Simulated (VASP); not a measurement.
# TiO2 (P1) in VASP: single point with r2SCAN

Aim: the single point of TiO2 with r2SCAN.

All numbers are computed with VASP 6.6.1; they aren't measurements. Logs are shortened: lines on timing, memory, paths and dates and some standing lists are left out, and cuts for length are marked.

## Step 1: The cell of the first run

The typed cell holds 6 atoms: a = 5.436 Å, b = 5.452 Å, c = 5.384 Å, α = 139.39°, β = 140.43°, γ = 56.90°.

## Step 2: Single point, r2SCAN, collinear spin, zero start

The input, POSCAR:

```
TiO2
1.0
   -1.7877768700      1.8686383100      4.7814671800
    1.9281520400     -1.7496225200      4.7899570200
    1.8321972300      1.7940428800     -4.7341612200
Ti O
2 4
Direct
    0.9998260100      0.0022088100      0.0110379400
    0.7387617100      0.2328455900      0.4890913100
    0.1899383800      0.1810169300      0.0062250900
    0.9674426300      0.4501310500      0.5419643200
    0.5772664800      0.0551197300      0.4978939500
    0.8223193800      0.8203227000      0.0010137200
```

The input, INCAR.step1:

```
SYSTEM = TiO2
  PREC = Accurate
  ENCUT = 520
  ISMEAR = -1
  SIGMA = 0.1077
  LREAL = .FALSE.
  LASPH = .TRUE.
  NELM = 150
  ISPIN = 2
  MAGMOM = 0 0 0 0 0 0
  LMAXMIX = 4
  NBANDS = 37
  GGA = PE
  ALGO = Normal
  EDIFF = 1E-4
  LWAVE = .TRUE.
  LCHARG = .FALSE.
```

The input, INCAR.step2:

```
SYSTEM = TiO2
  PREC = Accurate
  ENCUT = 520
  EDIFF = 1E-6
  ISMEAR = -1
  SIGMA = 0.1077
  LREAL = .FALSE.
  LASPH = .TRUE.
  NELM = 150
  ALGO = Normal
  ISIF = 2
  LWAVE = .FALSE.
  LCHARG = .TRUE.
  ISPIN = 2
  MAGMOM = 0 0 0 0 0 0
  LORBIT = 11
  LMAXMIX = 4
  METAGGA = R2SCAN
  LMIXTAU = .TRUE.
  LELF = .TRUE.
  LVHAR = .TRUE.
  NBANDS = 37
  ISTART = 1
```

The input, KPOINTS:

```
Automatic mesh
0
Gamma
  5 5 7
  0 0 0.5
```

Potentials or basis: VASP PAW PBE potentials, release 64 (Ti_sv, O).

Run with:

```sh
$ cat potpaw_PBE.64/Ti_sv/POTCAR potpaw_PBE.64/O/POTCAR > POTCAR
$ cp INCAR.step1 INCAR
$ mpirun -np 1 vasp_std > vasp.out
$ cp INCAR.step2 INCAR
$ mpirun -np 1 vasp_std > vasp.out
```

OUTCAR:

```text
SYSTEM = TiO2
   PREC = Accurate
   ENCUT = 520
   EDIFF = 1E-6
   ISMEAR = -1
   LREAL = .FALSE.
   LASPH = .TRUE.
   NELM = 150
   ISIF = 2
   ISPIN = 2
   LORBIT = 11
   METAGGA = R2SCAN
   ISTART = 1

 ion  position               nearest neighbor table
   1  1.000  0.002  0.011-   6 1.67   3 1.79   5 1.92   4 1.95   4 1.97   5 1.99
   2  0.739  0.233  0.489-   5 1.67   4 1.89   3 1.89   3 1.94   6 1.98   6 2.08
   3  0.190  0.181  0.006-   1 1.79   2 1.89   2 1.94
   4  0.967  0.450  0.542-   2 1.89   1 1.95   1 1.97
   5  0.577  0.055  0.498-   2 1.67   1 1.92   1 1.99
   6  0.822  0.820  0.001-   1 1.67   2 1.98   2 2.08

  LATTYP: Found a triclinic cell.
 ALAT       =     3.7610255213
 B/A-ratio  =     1.4126850263
 C/A-ratio  =     2.4249252384
 COS(alpha) =     0.0022233733
 COS(beta)  =     0.5884849360
 COS(gamma) =     0.7245047787

  Lattice vectors:

 A1 = (  -3.7603492700,  -0.0444203600,  -0.0557958000)
 A2 = (  -3.8047696300,  -3.7071015500,  -0.1031017600)
 A3 = (  -5.5037057800,   5.4868991400,   4.7729773400)

Analysis of symmetry for initial positions (statically):
=====================================================================
 Subroutine PRICEL returns:
 Original cell was already a primitive cell.

 Routine SETGRP: Setting up the symmetry group for a
 triclinic supercell.

 Subroutine GETGRP returns: Found  1 space group operations
 (whereof  1 operations were pure point group operations)
 out of a pool of  2 trial point group operations.

The static configuration has the point symmetry C_1 .

Analysis of symmetry for dynamics (positions and initial velocities):
=====================================================================
 Subroutine PRICEL returns:
 Original cell was already a primitive cell.

 Routine SETGRP: Setting up the symmetry group for a
 triclinic supercell.

 Subroutine GETGRP returns: Found  1 space group operations
 (whereof  1 operations were pure point group operations)
 out of a pool of  2 trial point group operations.

The dynamic configuration has the point symmetry C_1 .

Analysis of structural, dynamic, and magnetic symmetry:
=====================================================================
 Subroutine PRICEL returns:
 Original cell was already a primitive cell.

 Routine SETGRP: Setting up the symmetry group for a
 triclinic supercell.

 Subroutine GETGRP returns: Found  1 space group operations
 (whereof  1 operations were pure point group operations)
 out of a pool of  2 trial point group operations.

The overall configuration has the point symmetry C_1 .

 Subroutine INISYM returns: Found  1 space group operations
 (whereof  1 operations are pure point group operations),
 and found     1 'primitive' translations

----------------------------------------------------------------------------------------

                                     Primitive cell

  volume of cell :      65.8793

  direct lattice vectors                    reciprocal lattice vectors
    -1.787776870  1.868638310  4.781467180    -0.004711540  0.271774533  0.101167381
     1.928152040 -1.749622520  4.789957020     0.264492487 -0.004507740  0.100654646
     1.832197230  1.794042880 -4.734161220     0.262851118  0.269929363 -0.007211427

  length of vectors
     5.436026459  5.451847165  5.384033711     0.290031781  0.283033484  0.376834945

  position of ions in fractional coordinates (direct lattice)
     0.999826010  0.002208810  0.011037940
     0.738761710  0.232845590  0.489091310
     0.189938380  0.181016930  0.006225090
     0.967442630  0.450131050  0.541964320
     0.577266480  0.055119730  0.497893950
     0.822319380  0.820322700  0.001013720

  ion indices of the primitive-cell ions
   primitive index   ion index
                 1           1
                 2           2
                 3           3
                 4           4
                 5           5
                 6           6

----------------------------------------------------------------------------------------

 KPOINTS: Automatic mesh

[... 29 lines left out ...]
  0.000000  0.200000  0.071429      2.000000
[... 16 lines left out ...]
  0.400000 -0.200000  0.071429      2.000000
 -0.400000 -0.200000  0.071429      2.000000
 [... further k-points ...]
   k-points           NKPTS =     88   k-points in BZ     NKDIM =     88   number of bands    NBANDS=     37
   number of dos      NEDOS =    301   number of ions     NIONS =      6
   total plane-waves  NPLWV =  67200
   dimension x,y,z NGX =    40 NGY =   42 NGZ =   40
   dimension x,y,z NGXF=    80 NGYF=   84 NGZF=   80
   ions per type =               2   4
   NGX,Y,Z   is equivalent  to a cutoff of  12.23, 12.81, 12.35 a.u.
   NGXF,Y,Z  is equivalent  to a cutoff of  24.47, 25.61, 24.70 a.u.
 SYSTEM =  TiO2
   PREC   = accura    normal or accurate (medium, high low for compatibility)
   ISTART =      1    job   : 0-new  1-cont  2-samecut
   ICHARG =      0    charge: 1-file 2-atom 10-const
   ISPIN  =      2    spin polarized calculation?
   LNONCOLLINEAR =      F non collinear calculations
   LSORBIT =      F    spin-orbit coupling
   LASPH  =      T    aspherical Exc in radial PAW
   ENCUT  =  520.0 eV  38.22 Ry    6.18 a.u.  10.11 10.14 10.01*2*pi/ulx,y,z
   NELM   =    150;   NELMIN=  2; NELMDL=  0     # of ELM steps
   EDIFF  = 0.1E-05   stopping-criterion for ELM
   LREAL  =      F    real-space projection
   EDIFFG = 0.1E-04   stopping-criterion for IOM
   NSW    =      0    number of steps for IOM
   IBRION =     -1    ionic relax: 0-MD 1-quasi-New 2-CG
   NFREE  =      0    steps in history (QN), initial steepest desc. (CG)
   ISIF   =      2    stress and relaxation
   ISYM   =      2    0-nonsym 1-usesym 2-fastsym
   POTIM  = 0.5000    time-step for ionic-motion
   TEBEG  =    0.0;   TEEND  =   0.0 temperature during run
   PSTRESS=    0.0 pullay stress
   NELECT =      48.0000    total number of electrons
   NUPDOWN=      -1.0000    fix difference up-down
   EMIN   =  10.00;   EMAX   =-10.00  energy-range for DOS
   EFERMI =   0.00;   METHOD = LEGACY
   ISMEAR =    -1;   SIGMA  =   0.11  broadening in eV -4-tet -1-fermi 0-gaus
   EFERMI_NEDOS =   21; number of points for ismear=-14 and -15
   IALGO  =     38    algorithm
   IMIX   =      4    mixing-type and parameters
     AMIX     =   0.40;   BMIX     =  1.00
     AMIX_MAG =   1.60;   BMIX_MAG =  1.00
  volume/ion in A,a.u.               =      10.98        74.10
  Fermi-wavevector in a.u.,A,eV,Ry     =   1.473122  2.783798 29.525859  2.170089
  Thomas-Fermi vector in A             =   2.588054
   LORBIT       =     11    0 simple, 1 ext, 2 COOP (PROOUT), +10 PAW based schemes
   METAGGA = R2SCAN    functional components
   LHFCALC =     F    Hartree Fock is set to
   AEXX    =    0.0000 exact exchange contribution
   IVDW    =     0    specifies the selected vdW correction
   LEPSILON=     F    determine dielectric tensor
   LRPA    =     F    only Hartree local field effects (RPA)
 spin polarized calculation
  energy-cutoff  :      520.00
  volume of cell :       65.88
 maximum number of plane-waves:      1785
   NGX = 21   NGY = 21   NGZ = 19

 number of electron      48.0000006 magnetization       0.0000000

 number of electron      48.0000006 magnetization      -0.0000000

 Free energy of the ion-electron system (eV)
  ---------------------------------------------------
  ext. energy  EPLUGINS =         0.00000000
  ---------------------------------------------------
  free energy    TOTEN  =       -66.49172275 eV

  energy without entropy =      -66.49172091  energy(sigma->0) =      -66.49172183

 E-fermi :   5.3086     XC(G=0): -11.5084

 val. band max:        3.9754819949   @ k =  -0.4000  -0.4000   0.3571
 cond. band min:       6.5511208257   @ k =  -0.2000  -0.2000   0.2143
 fundamental gap:      2.5756388308
 Fermi energy:         5.3086291480

 spin component 1

 k-point     1 :       0.0000    0.0000    0.0714
  band No.  band energies     occupation
      1     -54.6556      1.00000
      2     -54.3951      1.00000
      3     -30.5881      1.00000
      4     -29.9454      1.00000
      5     -29.8484      1.00000
      6     -29.7744      1.00000
[... 925 lines left out ...]
     35      13.6969      0.00000
     36      15.3565      0.00000

 [... further k-points ...]

 spin component 2

 k-point     1 :       0.0000    0.0000    0.0714
  band No.  band energies     occupation
      1     -54.6556      1.00000
      2     -54.3951      1.00000
      3     -30.5881      1.00000
      4     -29.9454      1.00000
      5     -29.8484      1.00000
      6     -29.7744      1.00000
[... 925 lines left out ...]
     35      13.6969      0.00000
     36      15.3565      0.00000

 [... further k-points ...]

 [bands above 36 left out]

------------------------ aborting loop because EDIFF is reached ----------------------------------------

  FORCE on cell =-STRESS in cart. coord.  units (eV):
  Direction    XX          YY          ZZ          XY          YZ          ZX
  --------------------------------------------------------------------------------------
  -------------------------------------------------------------------------------------
  Total        3.1161454      9.8098771     37.5700336     -0.3962959     -0.2451433     -1.0042474
  in kB       75.7842603    238.5749630    913.6984404     -9.6378665     -5.9618540    -24.4231687
  external PRESSURE =     409.3525545 kB  Pullay stress =       0.0000000 kB

 VOLUME and BASIS-vectors are now :
 -----------------------------------------------------------------------------
  energy-cutoff  :      520.00
  volume of cell :       65.88
      direct lattice vectors                 reciprocal lattice vectors
    -1.787776870  1.868638310  4.781467180    -0.004711540  0.271774533  0.101167381
     1.928152040 -1.749622520  4.789957020     0.264492487 -0.004507740  0.100654646
     1.832197230  1.794042880 -4.734161220     0.262851118  0.269929363 -0.007211427

 POSITION                                       TOTAL-FORCE (eV/Angst)
 -----------------------------------------------------------------------------------
     -1.76298      1.88425      4.73896         0.376204      0.581104      2.133733
      0.02433      1.85054      2.33225         0.243171     -0.160722      6.161731
      0.02087      0.04938      1.74578         0.189347     -0.506336      6.715196
      0.13134      1.99255      4.21616        -1.461884      0.274373      4.156833
     -0.01350      1.87551      0.66709        -0.121435      0.295992     -9.292503
      0.11344      0.10318      7.85640         0.774597     -0.484411     -9.874990
 -----------------------------------------------------------------------------------
    total drift:                                0.000241     -0.001021      0.007013

  FREE ENERGIE OF THE ION-ELECTRON SYSTEM (eV)
  ---------------------------------------------------
  free  energy   TOTEN  =       -66.4917227455 eV

  energy  without entropy=      -66.4917209069  energy(sigma->0) =      -66.49172183

 total charge

# of ion       s       p       d       tot
------------------------------------------
    1        2.264   6.420   1.916  10.600
    2        2.254   6.385   1.881  10.520
    3        1.592   3.617   0.000   5.209
    4        1.582   3.563   0.000   5.146
    5        1.598   3.636   0.000   5.234
    6        1.595   3.597   0.000   5.192
--------------------------------------------------
tot         10.885  27.219   3.797  41.901

 magnetization (x)

# of ion       s       p       d       tot
------------------------------------------
    1       -0.000   0.000   0.000  -0.000
    2        0.000   0.000   0.000   0.000
    3       -0.000  -0.000   0.000  -0.000
    4       -0.000  -0.000   0.000  -0.000
    5       -0.000   0.000   0.000   0.000
    6       -0.000  -0.000   0.000  -0.000
--------------------------------------------------
tot         -0.000  -0.000   0.000  -0.000
```

It took 64 min on 1 thread of Intel Xeon 8259CL, shared host; peak memory 0.54 GiB.

What came out:

- Free energy: -66.4917 eV
- Pressure: 40.9 GPa
- Largest force: 9.917 eV/Å
- Band gap on the k mesh: 2.58 eV (least direct gap 2.67 eV)
- Net moment: 0.00 μB per cell
- Valence electrons inside the program's atomic spheres: Ti 10.60, 10.52; O 5.21, 5.15, 5.23, 5.19

Forces in eV/Å, atoms in the order of the input:
```
Ti   0.376  0.581  2.134
Ti   0.243 -0.161  6.162
O    0.189 -0.506  6.715
O   -1.462  0.274  4.157
O   -0.121  0.296 -9.293
O    0.775 -0.484 -9.875
```

Caveat: the stress differs along the axes, from 8 to 91 GPa; the PAW data sets were made with another functional, which shifts forces and pressure a little; a shifted mesh leaves out Γ, where band edges can lie. A k mesh can miss the band edges.
